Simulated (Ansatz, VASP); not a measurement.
HfO2: VASP beside Ansatz

Contents of INCAR:

```
PREC = Accurate
ENCUT = 600
EDIFF = 1E-7
ISMEAR = -1
SIGMA = 0.05
LREAL = False
LASPH = True
NELM = 60
ALGO = Normal
ISIF = 3
LWAVE = False
LCHARG = False
GGA = RP
IVDW = 13
IBRION = 2
NSW = 60
EDIFFG = -0.01
```

KPOINTS

```
regular mesh
0
Gamma
  9 9 9
```

POSCAR

```
HfO2
1.0
    0.0000000000      2.5575000000      2.5575000000
    2.5575000000      0.0000000000      2.5575000000
    2.5575000000      2.5575000000      0.0000000000
Hf O
1 2
Direct
    0.0000000000      0.0000000000      0.0000000000
    0.7500000000      0.7500000000      0.7500000000
    0.2500000000      0.2500000000      0.2500000000
```

input.yaml

```yaml
crystal:
  lattice:
    - [0.0, 2.5575, 2.5575]
    - [2.5575, 0.0, 2.5575]
    - [2.5575, 2.5575, 0.0]
  atoms:
    - { symbol: Hf, position: [0.0, 0.0, 0.0] }
    - { symbol: O, position: [0.75, 0.75, 0.75] }
    - { symbol: O, position: [0.25, 0.25, 0.25] }
hamiltonian:
  xc: rpbe
  pseudopotentials: { kind: paw }
  dispersion: d4
kpoints:
  mp_grid: { grid: [9, 9, 9] }
scf:
  occupations: { method: fermi_dirac, width: 0.05 }
output:
  forces: true
  stress: true
  write_density: true
  write_potential: true
  elf: true
  volumetric_format: npy
relax:
  f_tol: 0.01
  max_steps: 40
  cell: { stress_tol: 0.05 }
```

Alike in both runs: task relaxation of cell and atoms; functional RPBE; dispersion D4; k mesh 9 × 9 × 9; occupations fermi-dirac, width 0.05 eV; no spin polarisation.

|  | VASP | Ansatz |
| --- | --- | --- |
| version | VASP 6.6.1 | Ansatz 0.2.0 |
| potentials or method | VASP PAW PBE potentials, release 64 (Hf_pv, O) | Ansatz PAW |
| plane-wave cutoff (eV) | 600 | 420 |
| valence electrons in the cell | 22 | 38 |

```tsv
	VASP	Ansatz	Ansatz less VASP
gap on the k mesh at the Fermi level, each at its own relaxed structure (eV)	4.03	3.99	-0.044
relaxed volume (Å³/atom)	10.75	10.94	+0.182
relaxed cell length with the largest relative difference (Å)	3.573	3.593	+0.0201
```

VASP's potentials were made for PBE, not for RPBE. VASP's potentials hold 22 valence electrons a cell and Ansatz's 38, so a difference there can come from the potentials and not from the codes.

Spin-orbit coupling is off throughout. Noted on Ansatz's run: odd divisions of the mesh miss points on the zone boundary, where band edges often lie, so the gap on the mesh can be too wide; the plane-wave basis is chosen anew once the cell has moved, so the energies of steps on either side of that aren't comparable.
